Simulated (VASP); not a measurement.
# Ni (Fd-3m) in VASP: further runs

Runs on Ni. Level: r2SCAN. Tasks: single point.

All numbers are computed with VASP 6.6.1; they aren't measurements. Logs are shortened: lines on timing, memory, paths and dates and some standing lists are left out, and cuts for length are marked.

## Step 1: The cell of the first run

It takes space group Fd-3m (No. 227, cubic). The conventional cell has a = 5.080 Å, b = 5.080 Å, c = 5.080 Å, α = 90.00°, β = 90.00°, γ = 90.00°. Within 2.9 Å of Ni (site symmetry -43m) lie 4 Ni at 2.20 Å.

## Step 2: Single point, r2SCAN (volume scaled by 1.04)

Contents of POSCAR:

```
Ni
1.0
    0.0000000000      2.5401952769      2.5401952769
    2.5401952769      0.0000000000      2.5401952769
    2.5401952769      2.5401952769      0.0000000000
Ni
2
Direct
    0.1250000000      0.1250000000      0.1250000000
    0.8750000000      0.8750000000      0.8750000000
```

Contents of INCAR.step1:

```
SYSTEM = Ni
ALGO = Normal
EDIFF = 1E-4
ENCUT = 520
GGA = PE
ISMEAR = -1
LASPH = .True.
LCHARG = .False.
LREAL = .False.
LWAVE = .True.
NBANDS = 17
NELM = 80
PREC = Accurate
SIGMA = 0.1
```

Contents of INCAR.step2:

```
SYSTEM = Ni
ALGO = Normal
EDIFF = 1E-7
ENCUT = 520
ISIF = 2
ISMEAR = -1
ISTART = 1
LASPH = .True.
LCHARG = .False.
LMIXTAU = .True.
LREAL = .False.
LWAVE = .False.
METAGGA = R2SCAN
NBANDS = 17
NELM = 80
PREC = Accurate
SIGMA = 0.1
```

Contents of KPOINTS:

```
k-points
0
Gamma
  12 12 12
  0 0 0
```

Potentials or basis: VASP PAW PBE potentials, release 64 (Ni).

On the command line:

```console
$ cat potpaw_PBE.64/Ni/POTCAR > POTCAR
$ cp INCAR.step1 INCAR
$ mpirun -np 1 vasp_std > vasp.out
$ cp INCAR.step2 INCAR
$ mpirun -np 1 vasp_std > vasp.out
```

OUTCAR:

```text
SYSTEM = Ni
   EDIFF = 1E-7
   ENCUT = 520
   ISIF = 2
   ISMEAR = -1
   ISTART = 1
   LASPH = .True.
   LREAL = .False.
   METAGGA = R2SCAN
   NELM = 80
   PREC = Accurate

 ion  position               nearest neighbor table
   1  0.125  0.125  0.125-   2 2.20   2 2.20   2 2.20   2 2.20
   2  0.875  0.875  0.875-   1 2.20   1 2.20   1 2.20   1 2.20

  LATTYP: Found a face centered cubic cell.
 ALAT       =     5.0803905538

  Lattice vectors:

 A1 = (   0.0000000000,   2.5401952769,   2.5401952769)
 A2 = (   2.5401952769,   0.0000000000,   2.5401952769)
 A3 = (   2.5401952769,   2.5401952769,   0.0000000000)

Analysis of symmetry for initial positions (statically):
=====================================================================
 Subroutine PRICEL returns:
 Original cell was already a primitive cell.

 Routine SETGRP: Setting up the symmetry group for a
 face centered cubic supercell.

 Subroutine GETGRP returns: Found 48 space group operations
 (whereof 12 operations were pure point group operations)
 out of a pool of 48 trial point group operations.

The static configuration has the point symmetry D_3d.
 The point group associated with its full space group is O_h .

Analysis of symmetry for dynamics (positions and initial velocities):
=====================================================================
 Subroutine PRICEL returns:
 Original cell was already a primitive cell.

 Routine SETGRP: Setting up the symmetry group for a
 face centered cubic supercell.

 Subroutine GETGRP returns: Found 48 space group operations
 (whereof 12 operations were pure point group operations)
 out of a pool of 48 trial point group operations.

The dynamic configuration has the point symmetry D_3d.
 The point group associated with its full space group is O_h .

 Subroutine INISYM returns: Found 48 space group operations
 (whereof 12 operations are pure point group operations),
 and found     1 'primitive' translations

----------------------------------------------------------------------------------------

                                     Primitive cell

  volume of cell :      32.7817

  direct lattice vectors                    reciprocal lattice vectors
     0.000000000  2.540195277  2.540195277    -0.196835261  0.196835261  0.196835261
     2.540195277  0.000000000  2.540195277     0.196835261 -0.196835261  0.196835261
     2.540195277  2.540195277  0.000000000     0.196835261  0.196835261 -0.196835261

  length of vectors
     3.592378612  3.592378612  3.592378612     0.340928673  0.340928673  0.340928673

  position of ions in fractional coordinates (direct lattice)
     0.125000000  0.125000000  0.125000000
     0.875000000  0.875000000  0.875000000

  ion indices of the primitive-cell ions
   primitive index   ion index
                 1           1
                 2           2

----------------------------------------------------------------------------------------

 KPOINTS: k-points

Automatic generation of k-mesh.
 Grid dimensions read from file:
 generate k-points for:   12   12   12

 Generating k-lattice:

  Cartesian coordinates                     Fractional coordinates (reciprocal lattice)
    -0.016402938  0.016402938  0.016402938     0.083333333  0.000000000  0.000000000
     0.016402938 -0.016402938  0.016402938     0.000000000  0.083333333  0.000000000
     0.016402938  0.016402938 -0.016402938     0.000000000  0.000000000  0.083333333

  Length of vectors
     0.028410723  0.028410723  0.028410723

  Shift w.r.t. Gamma in fractional coordinates (k-lattice)
     0.000000000  0.000000000  0.000000000

 Subroutine IBZKPT returns following result:
 ===========================================

 Found     72 irreducible k-points:

 Following reciprocal coordinates:
            Coordinates               Weight
  0.000000  0.000000  0.000000      1.000000
  0.083333  0.000000  0.000000      8.000000
  0.166667  0.000000  0.000000      8.000000
  0.250000  0.000000  0.000000      8.000000
  0.333333  0.000000  0.000000      8.000000
  0.416667  0.000000  0.000000      8.000000
[... 16 lines left out ...]
  0.500000  0.166667  0.000000     24.000000
 -0.416667  0.166667  0.000000     24.000000
 [... further k-points ...]
   k-points           NKPTS =     72   k-points in BZ     NKDIM =     72   number of bands    NBANDS=     17
   number of dos      NEDOS =    301   number of ions     NIONS =      2
   total plane-waves  NPLWV =  21952
   dimension x,y,z NGX =    28 NGY =   28 NGZ =   28
   dimension x,y,z NGXF=    56 NGYF=   56 NGZF=   56
   ions per type =               2
   NGX,Y,Z   is equivalent  to a cutoff of  12.96, 12.96, 12.96 a.u.
   NGXF,Y,Z  is equivalent  to a cutoff of  25.92, 25.92, 25.92 a.u.
 SYSTEM =  Ni
   PREC   = accura    normal or accurate (medium, high low for compatibility)
   ISTART =      1    job   : 0-new  1-cont  2-samecut
   ICHARG =      0    charge: 1-file 2-atom 10-const
   ISPIN  =      1    spin polarized calculation?
   LNONCOLLINEAR =      F non collinear calculations
   LSORBIT =      F    spin-orbit coupling
   LASPH  =      T    aspherical Exc in radial PAW
   ENCUT  =  520.0 eV  38.22 Ry    6.18 a.u.   6.68  6.68  6.68*2*pi/ulx,y,z
   NELM   =     80;   NELMIN=  2; NELMDL=  0     # of ELM steps
   EDIFF  = 0.1E-06   stopping-criterion for ELM
   LREAL  =      F    real-space projection
   EDIFFG = 0.1E-05   stopping-criterion for IOM
   NSW    =      0    number of steps for IOM
   IBRION =     -1    ionic relax: 0-MD 1-quasi-New 2-CG
   NFREE  =      0    steps in history (QN), initial steepest desc. (CG)
   ISIF   =      2    stress and relaxation
   ISYM   =      2    0-nonsym 1-usesym 2-fastsym
   POTIM  = 0.5000    time-step for ionic-motion
   TEBEG  =    0.0;   TEEND  =   0.0 temperature during run
   PSTRESS=    0.0 pullay stress
   NELECT =      20.0000    total number of electrons
   NUPDOWN=      -1.0000    fix difference up-down
   EMIN   =  10.00;   EMAX   =-10.00  energy-range for DOS
   EFERMI =   0.00;   METHOD = LEGACY
   ISMEAR =    -1;   SIGMA  =   0.10  broadening in eV -4-tet -1-fermi 0-gaus
   EFERMI_NEDOS =   21; number of points for ismear=-14 and -15
   IALGO  =     38    algorithm
   IMIX   =      4    mixing-type and parameters
     AMIX     =   0.40;   BMIX     =  1.00
     AMIX_MAG =   1.60;   BMIX_MAG =  1.00
  volume/ion in A,a.u.               =      16.39       110.61
  Fermi-wavevector in a.u.,A,eV,Ry     =   1.388485  2.623855 26.230528  1.927889
  Thomas-Fermi vector in A             =   2.512606
   LORBIT       =      0    0 simple, 1 ext, 2 COOP (PROOUT), +10 PAW based schemes
   METAGGA = R2SCAN    functional components
   LHFCALC =     F    Hartree Fock is set to
   AEXX    =    0.0000 exact exchange contribution
   IVDW    =     0    specifies the selected vdW correction
   LEPSILON=     F    determine dielectric tensor
   LRPA    =     F    only Hartree local field effects (RPA)
 non-spin polarized calculation
  energy-cutoff  :      520.00
  volume of cell :       32.78
 maximum number of plane-waves:       903
   NGX = 13   NGY = 13   NGZ = 13

 number of electron      19.9999980 magnetization

 Free energy of the ion-electron system (eV)
  ---------------------------------------------------
  ext. energy  EPLUGINS =         0.00000000
  ---------------------------------------------------
  free energy    TOTEN  =       -21.14656485 eV

  energy without entropy =      -20.93604028  energy(sigma->0) =      -21.04130256

 E-fermi :   4.4715     XC(G=0): -11.3620

 val. band max:        4.4680417197   @ k =  -0.3333   0.3333   0.0000
 cond. band min:       4.4717642119   @ k =   0.3333   0.1667   0.0833
 fundamental gap:      0.0037224923
 Fermi energy:         4.4715446765

 k-point     1 :       0.0000    0.0000    0.0000
  band No.  band energies     occupation
      1      -2.1022      2.00000
      2       1.7682      2.00000
      3       1.7682      2.00000
      4       1.8146      2.00000
      5       1.8146      2.00000
      6       1.8146      2.00000
[... 9 lines left out ...]
     16      17.4628      0.00000
     17      17.4629      0.00000

 k-point     2 :       0.0833    0.0000    0.0000
  band No.  band energies     occupation
      1      -1.9730      2.00000
      2       1.6783      2.00000
      3       1.6783      2.00000
      4       1.8206      2.00000
      5       1.9309      2.00000
      6       1.9309      2.00000
[... 9 lines left out ...]
     16      18.3343      0.00000
     17      18.3784      0.00000

 k-point     3 :       0.1667    0.0000    0.0000
  band No.  band energies     occupation
      1      -1.5928      2.00000
      2       1.6148      2.00000
      3       1.6148      2.00000
      4       1.8429      2.00000
      5       2.0570      2.00000
      6       2.0571      2.00000
[... 9 lines left out ...]
     16      19.1994      0.00000
     17      19.1994      0.00000

 k-point     4 :       0.2500    0.0000    0.0000
  band No.  band energies     occupation
      1      -0.9879      2.00000
      2       1.6052      2.00000
      3       1.6052      2.00000
      4       1.8888      2.00000
      5       2.1233      2.00000
      6       2.1233      2.00000
[... 9 lines left out ...]
     16      18.9432      0.00000
     17      18.9432      0.00000
[... 343 lines left out ...]
      1       0.4224      2.00000
      2       1.3763      2.00000
      3       1.8590      2.00000
      4       1.8749      2.00000
      5       2.1249      2.00000
      6       2.3061      2.00000
[... 9 lines left out ...]
     16      19.6367      0.00000
     17      20.6721      0.00000

 k-point    23 :       0.5000    0.1667    0.0000
  band No.  band energies     occupation
      1       1.0298      2.00000
      2       1.4124      2.00000
      3       1.7969      2.00000
      4       1.8328      2.00000
      5       2.1773      2.00000
      6       2.2266      2.00000
[... 9 lines left out ...]
     16      20.0054      0.00000
     17      20.6238      0.00000

 k-point    24 :      -0.4167    0.1667    0.0000
  band No.  band energies     occupation
      1       1.1009      2.00000
      2       1.5275      2.00000
      3       1.6850      2.00000
      4       1.8316      2.00000
      5       2.1214      2.00000
      6       2.2757      2.00000
[... 9 lines left out ...]
     16      19.5368      0.00000
     17      20.5426      0.00000

 [... further k-points ...]
[... 5 lines left out ...]
  --------------------------------------------------------------------------------------
  -------------------------------------------------------------------------------------
  Total       -0.7607674     -0.7607674     -0.7607674      0.0000000     -0.0000000      0.0000000
  in kB      -37.1818654    -37.1818654    -37.1818654      0.0000000     -0.0000000      0.0000000
  external PRESSURE =     -37.1818654 kB  Pullay stress =       0.0000000 kB

 VOLUME and BASIS-vectors are now :
 -----------------------------------------------------------------------------
  energy-cutoff  :      520.00
  volume of cell :       32.78
      direct lattice vectors                 reciprocal lattice vectors
     0.000000000  2.540195277  2.540195277    -0.196835261  0.196835261  0.196835261
     2.540195277  0.000000000  2.540195277     0.196835261 -0.196835261  0.196835261
     2.540195277  2.540195277  0.000000000     0.196835261  0.196835261 -0.196835261

 POSITION                                       TOTAL-FORCE (eV/Angst)
 -----------------------------------------------------------------------------------
      0.63505      0.63505      0.63505         0.000000      0.000000      0.000000
      4.44534      4.44534      4.44534        -0.000000     -0.000000     -0.000000
 -----------------------------------------------------------------------------------
    total drift:                                0.000000      0.000000     -0.000000

  FREE ENERGIE OF THE ION-ELECTRON SYSTEM (eV)
  ---------------------------------------------------
  free  energy   TOTEN  =       -21.1465648484 eV

  energy  without entropy=      -20.9360402806  energy(sigma->0) =      -21.04130256
```

Run time: 2 min. Hardware: 1 thread of Intel Xeon Platinum 8488C (Sapphire Rapids), shared host; peak memory 0.18 GiB.

Results:

```yaml
Free_energy: -21.1466 eV
Pressure: -3.7 GPa
Band_gap_on_the_k_mesh: zero (band 10 reaches 4.55 eV, above the bottom of band 11 at 4.24 eV)
```

Levels at points of the mesh, in eV from the Fermi level:
| k point | band 8 | band 9 | band 10 | band 11 | band 12 | band 13 |
| --- | --- | --- | --- | --- | --- | --- |
| (0.00, 0.00, 0.00) | -1.09 | -1.09 | -0.12 | -0.12 | 12.43 | 12.43 |
| (0.50, 0.00, 0.00) | -0.79 | -0.79 | -0.23 | -0.23 | 0.98 | 9.11 |
| (0.50, 0.50, 0.00) | -1.36 | -0.09 | -0.09 | 1.48 | 1.48 | 4.83 |

Caveat: the PAW data sets were made with another functional, which shifts forces and pressure a little; the run has no spin polarisation, though such a crystal can be magnetic. Spin polarisation is off, so any magnetic state and its effect on volume and gap are missing.

## Step 3: Single point, r2SCAN (volume scaled by 1.08)

Contents of POSCAR:

```
Ni
1.0
    0.0000000000      2.5723530613      2.5723530613
    2.5723530613      0.0000000000      2.5723530613
    2.5723530613      2.5723530613      0.0000000000
Ni
2
Direct
    0.1250000000      0.1250000000      0.1250000000
    0.8750000000      0.8750000000      0.8750000000
```

Contents of INCAR.step1:

```
  PREC = Accurate
  ENCUT = 520
  ISMEAR = -1
  SIGMA = 0.1
  LREAL = F
  LASPH = T
  NELM = 100
  NBANDS = 17
  GGA = PE
  ALGO = Normal
  EDIFF = 1E-4
  LWAVE = T
  LCHARG = F
```

Contents of INCAR.step2:

```
  PREC = Accurate
  ENCUT = 520
  EDIFF = 1E-6
  ISMEAR = -1
  SIGMA = 0.1
  LREAL = F
  LASPH = T
  NELM = 100
  ALGO = Normal
  ISIF = 2
  LWAVE = F
  LCHARG = F
  METAGGA = R2SCAN
  LMIXTAU = T
  NBANDS = 17
  ISTART = 1
```

Contents of KPOINTS:

```
Automatic mesh
0
Gamma
  12 12 12
```

Potentials or basis: VASP PAW PBE potentials, release 64 (Ni).

On the command line:

```console
$ cat potpaw_PBE.64/Ni/POTCAR > POTCAR
$ cp INCAR.step1 INCAR
$ mpirun -np 1 vasp_std > vasp.out
$ cp INCAR.step2 INCAR
$ mpirun -np 1 vasp_std > vasp.out
```

OUTCAR:

```text
PREC = Accurate
   ENCUT = 520
   EDIFF = 1E-6
   ISMEAR = -1
   LREAL = F
   LASPH = T
   NELM = 100
   ISIF = 2
   METAGGA = R2SCAN
   ISTART = 1

 ion  position               nearest neighbor table
   1  0.125  0.125  0.125-   2 2.23   2 2.23   2 2.23   2 2.23
   2  0.875  0.875  0.875-   1 2.23   1 2.23   1 2.23   1 2.23

  LATTYP: Found a face centered cubic cell.
 ALAT       =     5.1447061226

  Lattice vectors:

 A1 = (   0.0000000000,   2.5723530613,   2.5723530613)
 A2 = (   2.5723530613,   0.0000000000,   2.5723530613)
[... 649 lines left out ...]
      4       1.6064      2.00000
      5       1.8638      2.00000
      6       2.0239      2.00000
[... 9 lines left out ...]
     16      18.8534      0.00000
     17      19.7756      0.00000

 [... further k-points ...]
[... 5 lines left out ...]
  --------------------------------------------------------------------------------------
  -------------------------------------------------------------------------------------
  Total       -1.4013141     -1.4013141     -1.4013141     -0.0000000      0.0000000      0.0000000
  in kB      -65.9514490    -65.9514490    -65.9514490     -0.0000000      0.0000000      0.0000000
  external PRESSURE =     -65.9514490 kB  Pullay stress =       0.0000000 kB

 VOLUME and BASIS-vectors are now :
 -----------------------------------------------------------------------------
  energy-cutoff  :      520.00
  volume of cell :       34.04
      direct lattice vectors                 reciprocal lattice vectors
     0.000000000  2.572353061  2.572353061    -0.194374562  0.194374562  0.194374562
     2.572353061  0.000000000  2.572353061     0.194374562 -0.194374562  0.194374562
     2.572353061  2.572353061  0.000000000     0.194374562  0.194374562 -0.194374562

 POSITION                                       TOTAL-FORCE (eV/Angst)
 -----------------------------------------------------------------------------------
      0.64309      0.64309      0.64309        -0.000000      0.000000     -0.000000
      4.50162      4.50162      4.50162         0.000000     -0.000000      0.000000
 -----------------------------------------------------------------------------------
    total drift:                                0.000000      0.000000     -0.000000

  FREE ENERGIE OF THE ION-ELECTRON SYSTEM (eV)
  ---------------------------------------------------
  free  energy   TOTEN  =       -21.1052862599 eV

  energy  without entropy=      -20.8898253878  energy(sigma->0) =      -20.99755582
```

Wall time 1.7 min (1 thread of Intel Xeon Platinum 8488C (Sapphire Rapids), shared host); peak memory 0.18 GiB.

What came out:

```
Free energy            : -21.1053 eV
Pressure               : -6.6 GPa
Band gap on the k mesh : zero (band 10 reaches 4.18 eV, above the bottom of band 11 at 3.89 eV)
```

Caveat: the PAW data sets were made with another functional, which shifts forces and pressure a little; the run has no spin polarisation, though such a crystal can be magnetic. Spin polarisation is off, so any magnetic state and its effect on volume and gap are missing.

## Step 4: Single point, r2SCAN (volume scaled by 1.12)

Contents of POSCAR:

```
Ni
1.0
    0.0000000000      2.6037263125      2.6037263125
    2.6037263125      0.0000000000      2.6037263125
    2.6037263125      2.6037263125      0.0000000000
Ni
2
Direct
    0.1250000000      0.1250000000      0.1250000000
    0.8750000000      0.8750000000      0.8750000000
```

Contents of INCAR.step1:

```
PREC = Accurate ; ENCUT = 520
ISMEAR = -1 ; SIGMA = 0.1
LREAL = False ; LASPH = True
NELM = 100 ; NBANDS = 17
GGA = PE ; ALGO = Normal
EDIFF = 1E-4 ; LWAVE = True
LCHARG = False
```

Contents of INCAR.step2:

```
PREC = Accurate ; ENCUT = 520
EDIFF = 1E-6 ; ISMEAR = -1
SIGMA = 0.1 ; LREAL = False
LASPH = True ; NELM = 100
ALGO = Normal ; ISIF = 2
LWAVE = False ; LCHARG = False
METAGGA = R2SCAN ; LMIXTAU = True
NBANDS = 17 ; ISTART = 1
```

Contents of KPOINTS:

```
regular mesh
0
Gamma
  12 12 12
```

On the command line:

```console
$ cat potpaw_PBE.64/Ni/POTCAR > POTCAR
$ cp INCAR.step1 INCAR
$ mpirun -np 1 vasp_std > vasp.out
$ cp INCAR.step2 INCAR
$ mpirun -np 1 vasp_std > vasp.out
```

Run time: 96 s. Hardware: 1 thread of Intel Xeon Platinum 8488C (Sapphire Rapids), shared host; peak memory 0.18 GiB.

It converged, with:

```
Free energy            : -21.0433 eV
Pressure               : -8.9 GPa
Band gap on the k mesh : zero (band 10 reaches 3.84 eV, above the bottom of band 11 at 3.57 eV)
```

Levels at points of the mesh, in eV from the Fermi level:
| k point | band 7 | band 8 | band 9 | band 10 | band 11 | band 12 | band 13 | band 14 |
| --- | --- | --- | --- | --- | --- | --- | --- | --- |
| (0.00, 0.00, 0.00) | -0.98 | -0.98 | -0.98 | -0.12 | -0.12 | 11.75 | 11.75 | 11.75 |
| (0.50, 0.00, 0.00) | -1.10 | -0.73 | -0.73 | -0.21 | -0.21 | 0.88 | 8.65 | 8.65 |
| (0.50, 0.50, 0.00) | -1.23 | -1.23 | -0.08 | -0.08 | 1.38 | 1.38 | 4.69 | 4.69 |

Caveat: the PAW data sets were made with another functional, which shifts forces and pressure a little; the run has no spin polarisation, though such a crystal can be magnetic. Spin polarisation is off, so any magnetic state and its effect on volume and gap are missing.

## Step 5: Summary

| cell | gap on the mesh (eV) | pressure (GPa) |
| --- | --- | --- |
| a = 3.592 Å, angles 60.0°, 2 atoms | none | -3.7 |
| a = 3.638 Å, angles 60.0°, 2 atoms | none | -6.6 |
| a = 3.682 Å, angles 60.0°, 2 atoms | none | -8.9 |

Alike in all rows: task single point; level r2SCAN; potentials or basis VASP PAW PBE potentials, release 64 (Ni); no spin polarisation; k mesh 12 × 12 × 12; cutoff (eV) 520; smearing fermi-dirac 0.1 eV.

Caveats: the PAW data sets were made with another functional, which shifts forces and pressure a little; the run has no spin polarisation, though such a crystal can be magnetic.

Total energies depend on the potentials used, so only differences within one code and one set of settings carry meaning.
